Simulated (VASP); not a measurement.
Set up this calculation in VASP 6.6.1, as the native input.

- Task: single point
- Functional: r2SCAN
- Potentials or basis: VASP PAW PBE potentials, release 64 (Cu)
- Cutoff: 520 eV
- k mesh: 22 × 22 × 21
- Occupations: fermi-dirac, width 0.05 eV
- Spin: no spin polarisation
- Dipole correction: no
- Further INCAR settings: ALGO = Normal; EDIFF = 1e-07; NBANDS = 12

The system is Cu.

```
CELL_PARAMETERS angstrom
-1.45399 1.46431 1.37398
1.44871 -1.46799 1.37231
1.42515 1.43915 -1.37783
ATOMIC_POSITIONS crystal
Cu 0.00000 0.00000 0.00000
```

These files were run (other wordings do the same):

POSCAR

```
Cu
1.0
   -1.4539857600      1.4643106900      1.3739820400
    1.4487133000     -1.4679854000      1.3723068300
    1.4251542200      1.4391538600     -1.3778349000
Cu
1
Direct
    0.0000000000      0.0000000000      0.0000000000
```

INCAR.step1

```
SYSTEM = Cu
  PREC = Accurate
  ENCUT = 520
  ISMEAR = -1
  SIGMA = 0.05
  LREAL = .FALSE.
  LASPH = .TRUE.
  NELM = 100
  NBANDS = 12
  GGA = PE
  ALGO = Normal
  EDIFF = 1E-4
  LWAVE = .TRUE.
  LCHARG = .FALSE.
```

INCAR.step2

```
SYSTEM = Cu
  PREC = Accurate
  ENCUT = 520
  EDIFF = 1E-7
  ISMEAR = -1
  SIGMA = 0.05
  LREAL = .FALSE.
  LASPH = .TRUE.
  NELM = 100
  ALGO = Normal
  ISIF = 2
  LWAVE = .FALSE.
  LCHARG = .FALSE.
  METAGGA = R2SCAN
  LMIXTAU = .TRUE.
  NBANDS = 12
  ISTART = 1
```

KPOINTS

```
regular mesh
0
G
  22 22 21
  0 0 0
```

Potentials or basis: VASP PAW PBE potentials, release 64 (Cu).

Command:

```bash
$ cat potpaw_PBE.64/Cu/POTCAR > POTCAR
$ cp INCAR.step1 INCAR
$ mpirun -np 1 vasp_std > vasp.out
$ cp INCAR.step2 INCAR
$ mpirun -np 1 vasp_std > vasp.out
```

Results of the run:

```
Pressure : 1.1 GPa
```

Caveat: the PAW data sets were made with another functional, which shifts forces and pressure a little.

Run time: 27 min on 1 thread of Intel Xeon 6975P-C (shared host), peak memory 0.74 GiB.
